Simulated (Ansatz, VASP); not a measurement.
**CsSnBr3: VASP beside Ansatz**

The input POSCAR:

```
CsSnBr3
1.0
    5.8411484913      0.0000000000      0.0000000000
    0.0000000000      5.8411484913      0.0000000000
    0.0000000000      0.0000000000      5.8411484913
Cs Sn Br
1 1 3
Direct
    0.0000000000      0.0000000000      0.0000000000
    0.5000000000      0.5000000000      0.5000000000
    0.5000000000      0.5000000000      0.0000000000
    0.5000000000      0.0000000000      0.5000000000
    0.0000000000      0.5000000000      0.5000000000
```

File INCAR.step1:

```
SYSTEM = CsSnBr3
ALGO = Normal ; EDIFF = 1E-5
ENCUT = 550 ; GGA = PE
GGA_COMPAT = .False. ; ISMEAR = 0
LASPH = .True. ; LCHARG = .False.
LREAL = .False. ; LWAVE = .True.
NBANDS = 30 ; NELM = 120
PREC = Accurate ; SIGMA = 0.01
```

The input INCAR.step2:

```
SYSTEM = CsSnBr3
ALGO = Normal ; EDIFF = 1E-6
ENCUT = 550 ; GGA_COMPAT = .False.
ISIF = 2 ; ISMEAR = 0
ISTART = 1 ; LASPH = .True.
LCHARG = .True. ; LELF = .True.
LMIXTAU = .True. ; LREAL = .False.
LVHAR = .True. ; LWAVE = .False.
METAGGA = R2SCAN ; NBANDS = 30
NELM = 120 ; PREC = Accurate
SIGMA = 0.01
```

The input KPOINTS:

```
k-points
0
Gamma
  4 4 4
  0 0 0
```

Input for Ansatz:

```yaml
crystal:
  lattice:
    - [5.8411484913, 0.0, 0.0]
    - [0.0, 5.8411484913, 0.0]
    - [0.0, 0.0, 5.8411484913]
  atoms:
    - { symbol: Cs, position: [0.0, 0.0, 0.0] }
    - { symbol: Sn, position: [0.5, 0.5, 0.5] }
    - { symbol: Br, position: [0.5, 0.5, 0.0] }
    - { symbol: Br, position: [0.5, 0.0, 0.5] }
    - { symbol: Br, position: [0.0, 0.5, 0.5] }
kpoints:
  mp_grid: { grid: [4, 4, 4] }
  band_path:
    path: [[0.0, 0.0, 0.0], [0.0, 0.5, 0.0], [0.5, 0.5, 0.0], [0.5, 0.5, 0.5]]
    npoints: 1
hamiltonian:
  xc: r2scan
scf:
  occupations: { method: fixed }
  n_extra_bands: 5
output:
  forces: true
  stress: true
  eigenvalues: true
```

Alike in both runs: task single point; functional r2SCAN; k mesh 4 × 4 × 4; no spin polarisation.

|  | VASP | Ansatz |
| --- | --- | --- |
| version | VASP 6.6.1 | Ansatz 0.2.0 |
| potentials or method | VASP PAW PBE potentials, release 64 (Cs_sv, Sn_d, Br) | plane waves, PAW |
| plane-wave cutoff (eV) | 550 | 500 |
| occupations | gaussian, width 0.01 eV | fixed |
| valence electrons in the cell | 44 | 44 |

|  | VASP | Ansatz | Ansatz less VASP |
| --- | --- | --- | --- |
| gap on the k mesh at the Fermi level (eV) | 0.69 | 0.68 | -0.008 |
| pressure (GPa) | 0.0 | 0.0 | 0.00 |

VASP's potentials were made for PBE, not for r2SCAN.

Neither program's run includes spin-orbit coupling.
